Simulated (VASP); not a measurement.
# TePb (Fm-3m) in VASP: further runs, part 2 of 2

VASP 6.6.1.

**3. Electric field gradients, r2SCAN**

File POSCAR:

```
TePb
1.0
    0.0000000000      3.2270000000      3.2270000000
    3.2270000000      0.0000000000      3.2270000000
    3.2270000000      3.2270000000      0.0000000000
Te Pb
1 1
Direct
    0.5000000000      0.5000000000      0.5000000000
    0.0000000000      0.0000000000      0.0000000000
```

File INCAR.step1:

```
SYSTEM = TePb
  PREC = Accurate
  ENCUT = 520
  ISMEAR = -1
  SIGMA = 0.03
  LREAL = .False.
  LASPH = .True.
  NELM = 100
  NBANDS = 17
  GGA = PE
  ALGO = Normal
  EDIFF = 1E-4
  LWAVE = .True.
  LCHARG = .False.
```

File INCAR.step2:

```
SYSTEM = TePb
  PREC = Accurate
  ENCUT = 520
  EDIFF = 1E-8
  ISMEAR = -1
  SIGMA = 0.03
  LREAL = .False.
  LASPH = .True.
  NELM = 100
  ALGO = Normal
  ISIF = 2
  LWAVE = .False.
  LCHARG = .False.
  METAGGA = R2SCAN
  LMIXTAU = .True.
  LEFG = .True.
  NBANDS = 17
  ISTART = 1
```

File KPOINTS:

```
regular mesh
0
Gamma
  10 10 10
  0 0 0
```

Potentials or basis: VASP PAW PBE potentials, release 64 (Te, Pb_d).

Started as:

```
$ cat potpaw_PBE.64/Te/POTCAR potpaw_PBE.64/Pb_d/POTCAR > POTCAR
$ cp INCAR.step1 INCAR
$ mpirun -np 1 vasp_std > vasp.out
$ cp INCAR.step2 INCAR
$ mpirun -np 1 vasp_std > vasp.out
```

OUTCAR:

```text
SYSTEM = TePb
   PREC = Accurate
   ENCUT = 520
   EDIFF = 1E-8
   ISMEAR = -1
   LREAL = .False.
   LASPH = .True.
   NELM = 100
   ISIF = 2
   METAGGA = R2SCAN
   ISTART = 1

 ion  position               nearest neighbor table
   1  0.500  0.500  0.500-   2 3.23   2 3.23   2 3.23   2 3.23   2 3.23   2 3.23
   2  0.000  0.000  0.000-   1 3.23   1 3.23   1 3.23   1 3.23   1 3.23   1 3.23

  LATTYP: Found a face centered cubic cell.
 ALAT       =     6.4540000000

  Lattice vectors:

 A1 = (   0.0000000000,   3.2270000000,   3.2270000000)
 A2 = (   3.2270000000,   0.0000000000,   3.2270000000)
 A3 = (   3.2270000000,   3.2270000000,   0.0000000000)

Analysis of symmetry for initial positions (statically):
=====================================================================
 Subroutine PRICEL returns:
 Original cell was already a primitive cell.

 Routine SETGRP: Setting up the symmetry group for a
 face centered cubic supercell.

 Subroutine GETGRP returns: Found 48 space group operations
 (whereof 48 operations were pure point group operations)
 out of a pool of 48 trial point group operations.

The static configuration has the point symmetry O_h .

Analysis of symmetry for dynamics (positions and initial velocities):
=====================================================================
 Subroutine PRICEL returns:
 Original cell was already a primitive cell.

 Routine SETGRP: Setting up the symmetry group for a
 face centered cubic supercell.

 Subroutine GETGRP returns: Found 48 space group operations
 (whereof 48 operations were pure point group operations)
 out of a pool of 48 trial point group operations.

The dynamic configuration has the point symmetry O_h .

 Subroutine INISYM returns: Found 48 space group operations
 (whereof 48 operations are pure point group operations),
 and found     1 'primitive' translations

----------------------------------------------------------------------------------------

                                     Primitive cell

  volume of cell :      67.2089

  direct lattice vectors                    reciprocal lattice vectors
     0.000000000  3.227000000  3.227000000    -0.154942671  0.154942671  0.154942671
     3.227000000  0.000000000  3.227000000     0.154942671 -0.154942671  0.154942671
     3.227000000  3.227000000  0.000000000     0.154942671  0.154942671 -0.154942671

  length of vectors
     4.563667166  4.563667166  4.563667166     0.268368579  0.268368579  0.268368579

  position of ions in fractional coordinates (direct lattice)
     0.500000000  0.500000000  0.500000000
     0.000000000  0.000000000  0.000000000

  ion indices of the primitive-cell ions
   primitive index   ion index
                 1           1
                 2           2

----------------------------------------------------------------------------------------

 KPOINTS: regular mesh

Automatic generation of k-mesh.
 Grid dimensions read from file:
[... 71 lines left out ...]
   ISIF   =      2    stress and relaxation
   ISYM   =      2    0-nonsym 1-usesym 2-fastsym
   POTIM  = 0.5000    time-step for ionic-motion
   TEBEG  =    0.0;   TEEND  =   0.0 temperature during run
   PSTRESS=    0.0 pullay stress
   NELECT =      20.0000    total number of electrons
   NUPDOWN=      -1.0000    fix difference up-down
   EMIN   =  10.00;   EMAX   =-10.00  energy-range for DOS
   EFERMI =   0.00;   METHOD = LEGACY
   ISMEAR =    -1;   SIGMA  =   0.03  broadening in eV -4-tet -1-fermi 0-gaus
   EFERMI_NEDOS =   21; number of points for ismear=-14 and -15
   IALGO  =     38    algorithm
   IMIX   =      4    mixing-type and parameters
     AMIX     =   0.40;   BMIX     =  1.00
     AMIX_MAG =   1.60;   BMIX_MAG =  1.00
  volume/ion in A,a.u.               =      33.60       226.77
  Fermi-wavevector in a.u.,A,eV,Ry     =   1.092972  2.065418 16.253366  1.194589
  Thomas-Fermi vector in A             =   2.229249
   LORBIT       =      0    0 simple, 1 ext, 2 COOP (PROOUT), +10 PAW based schemes
   METAGGA = R2SCAN    functional components
   LHFCALC =     F    Hartree Fock is set to
   AEXX    =    0.0000 exact exchange contribution
   IVDW    =     0    specifies the selected vdW correction
   LEPSILON=     F    determine dielectric tensor
   LRPA    =     F    only Hartree local field effects (RPA)
 non-spin polarized calculation
  energy-cutoff  :      520.00
  volume of cell :       67.21
 maximum number of plane-waves:      1837
 NGX is ok and might be reduce to    36
   NGX = 17   NGY = 17   NGZ = 17

 number of electron      20.0000002 magnetization

 Free energy of the ion-electron system (eV)
  ---------------------------------------------------
  ext. energy  EPLUGINS =         0.00000000
  ---------------------------------------------------
  free energy    TOTEN  =       -82.69271326 eV

  energy without entropy =      -82.69271326  energy(sigma->0) =      -82.69271326

 E-fermi :   6.0790     XC(G=0):  -9.8341

 val. band max:        5.5696750143   @ k =   0.5000   0.0000   0.0000
 cond. band min:       6.5821785158   @ k =   0.5000   0.0000   0.0000
 fundamental gap:      1.0125035015
 Fermi energy:         6.0790036779

 k-point     1 :       0.0000    0.0000    0.0000
  band No.  band energies     occupation
      1     -11.8180      2.00000
      2     -11.8180      2.00000
      3     -11.8056      2.00000
      4     -11.8056      2.00000
      5     -11.8056      2.00000
      6      -6.9893      2.00000
[... 457 lines left out ...]
      4     -11.7857      2.00000
      5     -11.7847      2.00000
      6      -5.6529      2.00000
[... 9 lines left out ...]
     16      15.7158      0.00000
     17      16.2230      0.00000

 [... further k-points ...]

------------------------ aborting loop because EDIFF is reached ----------------------------------------

  FORCE on cell =-STRESS in cart. coord.  units (eV):
  Direction    XX          YY          ZZ          XY          YZ          ZX
  --------------------------------------------------------------------------------------
  -------------------------------------------------------------------------------------
  Total        0.7112779      0.7112779      0.7112779      0.0000000     -0.0000000     -0.0000000
  in kB       16.9559845     16.9559845     16.9559845      0.0000000     -0.0000000     -0.0000000
  external PRESSURE =      16.9559845 kB  Pullay stress =       0.0000000 kB

 VOLUME and BASIS-vectors are now :
 -----------------------------------------------------------------------------
  energy-cutoff  :      520.00
  volume of cell :       67.21
      direct lattice vectors                 reciprocal lattice vectors
     0.000000000  3.227000000  3.227000000    -0.154942671  0.154942671  0.154942671
     3.227000000  0.000000000  3.227000000     0.154942671 -0.154942671  0.154942671
     3.227000000  3.227000000  0.000000000     0.154942671  0.154942671 -0.154942671

 POSITION                                       TOTAL-FORCE (eV/Angst)
 -----------------------------------------------------------------------------------
      3.22700      3.22700      3.22700         0.000000      0.000000     -0.000000
      0.00000      0.00000      0.00000         0.000000      0.000000      0.000000
 -----------------------------------------------------------------------------------
    total drift:                               -0.000000      0.000000      0.000000

  FREE ENERGIE OF THE ION-ELECTRON SYSTEM (eV)
  ---------------------------------------------------
  free  energy   TOTEN  =       -82.6927132586 eV

  energy  without entropy=      -82.6927132582  energy(sigma->0) =      -82.69271326

 Electric field gradients (V/A^2)
---------------------------------------------------------------------
 ion       V_xx      V_yy      V_zz      V_xy      V_xz      V_yz
---------------------------------------------------------------------
   1      -0.000    -0.000     0.000    -0.000    -0.000    -0.000
   2      -0.000    -0.000    -0.000     0.000     0.000     0.000
---------------------------------------------------------------------

 Electric field gradients after diagonalization (V/A^2)
 (convention: |V_zz| > |V_xx| > |V_yy|)
----------------------------------------------------------------------
 ion       V_xx      V_yy      V_zz     asymmetry (V_yy - V_xx)/ V_zz
----------------------------------------------------------------------
   1       0.000     0.000    -0.000       0.000
   2      -0.000    -0.000     0.001       0.000
----------------------------------------------------------------------

           NMR quadrupolar parameters

 Cq : quadrupolar parameter    Cq=e*Q*V_zz/h
 eta: asymmetry parameters     (V_yy - V_xx)/ V_zz
 Q  : nuclear electric quadrupole moment in mb (millibarn)
----------------------------------------------------------------------
 ion       Cq(MHz)       eta       Q (mb)
----------------------------------------------------------------------
   1      -0.000       0.000       1.000
   2       0.000       0.000       1.000
----------------------------------------------------------------------
```

It took 1.9 min on 1 thread of Intel Xeon 6975P-C (Granite Rapids), shared host; peak memory 0.25 GiB.

Results:

```
Free energy                             : -82.6927 eV
Pressure                                : 1.7 GPa
Band gap on the k mesh                  : 1.01 eV
Largest electric field gradient by atom : zero within the noise of the run
```

Caveat: the PAW data sets were made with another functional, which shifts forces and pressure a little; spin-orbit coupling is left out, which moves the levels of the heavy elements. A k mesh can miss the band edges.
